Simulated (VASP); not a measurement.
# ZrC (Fm-3m) in VASP: notebook, part 2 of 2

VASP 6.6.1. The steps go on from the part before.

### 3 Single point, LDA

This run uses another cell than the first one, of 12.43 Å³/atom, 0.940 times its volume.

The input, INCAR:

```
PREC = Accurate
ENCUT = 520
EDIFF = 1E-6
ISMEAR = -1
SIGMA = 0.05
LREAL = False
LASPH = True
NELM = 80
ALGO = Normal
ISIF = 2
LWAVE = False
LCHARG = True
GGA = CA
LELF = True
LVHAR = True
NBANDS = 15
```

The input, KPOINTS:

```
regular mesh
0
Gamma
  10 10 10
```

The input, POSCAR:

```
ZrC
1.0
    0.0000000000      2.3167211471      2.3167211471
    2.3167211471      0.0000000000      2.3167211471
    2.3167211471      2.3167211471      0.0000000000
Zr C
1 1
Direct
    0.5000000000      0.5000000000      0.5000000000
    0.0000000000      0.0000000000      0.0000000000
```

Potentials or basis: VASP PAW LDA potentials, release 64 (Zr_sv, C).

The run is started by

```bash
cat potpaw_LDA.64/Zr_sv/POTCAR potpaw_LDA.64/C/POTCAR > POTCAR
mpirun -np 1 vasp_std > vasp.out
```

OUTCAR:

```text
PREC = Accurate
   ENCUT = 520
   EDIFF = 1E-6
   ISMEAR = -1
   LREAL = False
   LASPH = True
   NELM = 80
   ISIF = 2
   GGA = CA

 ion  position               nearest neighbor table
   1  0.500  0.500  0.500-   2 2.32   2 2.32   2 2.32   2 2.32   2 2.32   2 2.32
   2  0.000  0.000  0.000-   1 2.32   1 2.32   1 2.32   1 2.32   1 2.32   1 2.32

  LATTYP: Found a face centered cubic cell.
 ALAT       =     4.6334422942

  Lattice vectors:

 A1 = (   0.0000000000,   2.3167211471,   2.3167211471)
 A2 = (   2.3167211471,   0.0000000000,   2.3167211471)
[... 608 lines left out ...]
     11      15.7141      0.00000
     12      15.8343      0.00000
     13      18.2881      0.00000
     14      22.0562      0.00000
     15      23.4559      0.00000

 [... further k-points ...]
[... 5 lines left out ...]
  --------------------------------------------------------------------------------------
  -------------------------------------------------------------------------------------
  Total        0.3040540      0.3040540      0.3040540      0.0000000      0.0000000      0.0000000
  in kB       19.5889011     19.5889011     19.5889011      0.0000000      0.0000000      0.0000000
  external PRESSURE =      19.5889011 kB  Pullay stress =       0.0000000 kB

 VOLUME and BASIS-vectors are now :
 -----------------------------------------------------------------------------
  energy-cutoff  :      520.00
  volume of cell :       24.87
      direct lattice vectors                 reciprocal lattice vectors
     0.000000000  2.316721147  2.316721147    -0.215822263  0.215822263  0.215822263
     2.316721147  0.000000000  2.316721147     0.215822263 -0.215822263  0.215822263
     2.316721147  2.316721147  0.000000000     0.215822263  0.215822263 -0.215822263

 POSITION                                       TOTAL-FORCE (eV/Angst)
 -----------------------------------------------------------------------------------
      2.31672      2.31672      2.31672        -0.000000      0.000000     -0.000000
      0.00000      0.00000      0.00000         0.000000     -0.000000      0.000000
 -----------------------------------------------------------------------------------
    total drift:                                0.000000     -0.000000      0.000000

  FREE ENERGIE OF THE ION-ELECTRON SYSTEM (eV)
  ---------------------------------------------------
  free  energy   TOTEN  =       -21.2758338207 eV

  energy  without entropy=      -21.2733743337  energy(sigma->0) =      -21.27460408
```

OSZICAR:

```text
N       E                     dE             d eps       ncg     rms          rms(c)
DAV:   1     0.996597196441E+02    0.99660E+02   -0.85270E+03  1410   0.108E+03
DAV:   2    -0.186897599602E+02   -0.11835E+03   -0.11069E+03  1830   0.290E+02
DAV:   3    -0.245049211975E+02   -0.58152E+01   -0.57760E+01  2181   0.553E+01
DAV:   4    -0.247010388029E+02   -0.19612E+00   -0.19603E+00  1834   0.678E+00
DAV:   5    -0.247023829366E+02   -0.13441E-02   -0.13441E-02  1797   0.556E-01    0.224E+01
DAV:   6    -0.214147042321E+02    0.32877E+01   -0.62185E+00  1667   0.227E+01    0.798E+00
DAV:   7    -0.213015525118E+02    0.11315E+00   -0.65489E-01  1623   0.617E+00    0.704E+00
DAV:   8    -0.213209783452E+02   -0.19426E-01   -0.36247E-01  1746   0.408E+00    0.566E+00
DAV:   9    -0.212766245676E+02    0.44354E-01   -0.75541E-02  1522   0.175E+00    0.809E-01
DAV:  10    -0.212758749442E+02    0.74962E-03   -0.63274E-03  1865   0.660E-01    0.260E-01
DAV:  11    -0.212758388811E+02    0.36063E-04   -0.29476E-04  1550   0.162E-01    0.367E-02
DAV:  12    -0.212758346222E+02    0.42589E-05   -0.44279E-06  1775   0.181E-02    0.864E-03
DAV:  13    -0.212758338207E+02    0.80159E-06   -0.16686E-06  1634   0.811E-03
   1 F= -.21275834E+02 E0= -.21274604E+02  d E =-.245949E-02
```

stdout:

```text
POSCAR found type information on POSCAR ZrC
 POSCAR found :  2 types and       2 ions
 scaLAPACK will be used
 LDA part: xc-table for (Slater(with rela. corr.)+CA(PZ))
 , standard interpolation
 POSCAR, INCAR and KPOINTS ok, starting setup
 FFT: planning ... GRIDC
 FFT: planning ... GRID_SOFT
 FFT: planning ... GRID
 WAVECAR not read
 entering main loop
```

Run time: 21 s. Hardware: 1 thread of Intel Xeon 8259CL, shared host; peak memory 0.14 GiB.

What came out:

- Free energy: -21.2758 eV
- Pressure: 2.0 GPa
- Band gap on the k mesh: zero (band 8 reaches 10.91 eV, above the bottom of band 9 at 9.64 eV)

Levels at points of the mesh, in eV from the Fermi level:
```csv
k point,band 4,band 5,band 6,band 7,band 8,band 9,band 10,band 11,band 12,band 13
"(0.00, 0.00, 0.00)",-25.48,-11.31,0.94,0.94,0.94,1.04,1.04,1.04,2.91,2.91
"(0.50, 0.00, 0.00)",-25.58,-7.95,-5.49,-3.10,-3.10,4.68,4.68,5.55,6.74,10.63
"(0.50, 0.50, 0.00)",-25.82,-10.17,-1.96,-1.95,0.11,0.11,4.67,5.93,5.93,8.61
```

### 4 Single point, LDA

This run uses another cell than the first one, of 12.70 Å³/atom, 0.960 times its volume.

The input, INCAR:

```
SYSTEM = ZrC
PREC = Accurate ; ENCUT = 520
EDIFF = 1E-7 ; ISMEAR = -1
SIGMA = 0.05 ; LREAL = .False.
LASPH = .True. ; NELM = 100
ALGO = Normal ; ISIF = 2
LWAVE = .False. ; LCHARG = .True.
LELF = .True. ; LVHAR = .True.
NBANDS = 15
```

The input, KPOINTS:

```
Automatic mesh
0
Gamma
  10 10 10
  0 0 0
```

The input, POSCAR:

```
ZrC
1.0
    0.0000000000      2.3330366223      2.3330366223
    2.3330366223      0.0000000000      2.3330366223
    2.3330366223      2.3330366223      0.0000000000
Zr C
1 1
Direct
    0.5000000000      0.5000000000      0.5000000000
    0.0000000000      0.0000000000      0.0000000000
```

The run is started by

```bash
cat potpaw_LDA.64/Zr_sv/POTCAR potpaw_LDA.64/C/POTCAR > POTCAR
mpirun -np 1 vasp_std > vasp.out
```

It took 47 s on 1 thread of Intel Xeon 8259CL, shared host; peak memory 0.15 GiB.

The run converged. Its results:

```
Free energy            : -21.2740 eV
Pressure               : -3.2 GPa
Band gap on the k mesh : zero (band 8 reaches 10.65 eV, above the bottom of band 9 at 9.39 eV)
```

Levels at points of the mesh, in eV from the Fermi level:
| k point | band 5 | band 6 | band 7 | band 8 | band 9 | band 10 | band 11 | band 12 |
| --- | --- | --- | --- | --- | --- | --- | --- | --- |
| (0.00, 0.00, 0.00) | -11.24 | 0.94 | 0.94 | 0.94 | 1.03 | 1.03 | 1.03 | 2.85 |
| (0.50, 0.00, 0.00) | -7.98 | -5.40 | -3.02 | -3.02 | 4.57 | 4.57 | 5.42 | 6.65 |
| (0.50, 0.50, 0.00) | -10.08 | -1.99 | -1.89 | 0.09 | 0.09 | 4.56 | 5.78 | 5.78 |

### 5 The runs side by side

```tsv
level	potentials or basis	spin	cell	smearing	gap on the mesh (eV)	pressure (GPa)
revPBE	VASP PAW PBE potentials, release 64 (Zr_sv, C)	collinear, ferromagnetic start	a = 3.345 Å, angles 60.0°, 2 atoms	methfessel-paxton 0.005 eV	none	-0.4
LDA	VASP PAW LDA potentials, release 64 (Zr_sv, C)	off	a = 3.276 Å, angles 60.0°, 2 atoms	fermi-dirac 0.05 eV	none	2.0
LDA	VASP PAW LDA potentials, release 64 (Zr_sv, C)	off	a = 3.299 Å, angles 60.0°, 2 atoms	fermi-dirac 0.05 eV	none	-3.2
```

Alike in all rows: task single point; k mesh 10 × 10 × 10; cutoff (eV) 520.

Caveats: the PAW data sets were made with another functional, which shifts forces and pressure a little (some runs).

Total energies depend on the potentials used, so only differences within one code and one set of settings carry meaning.
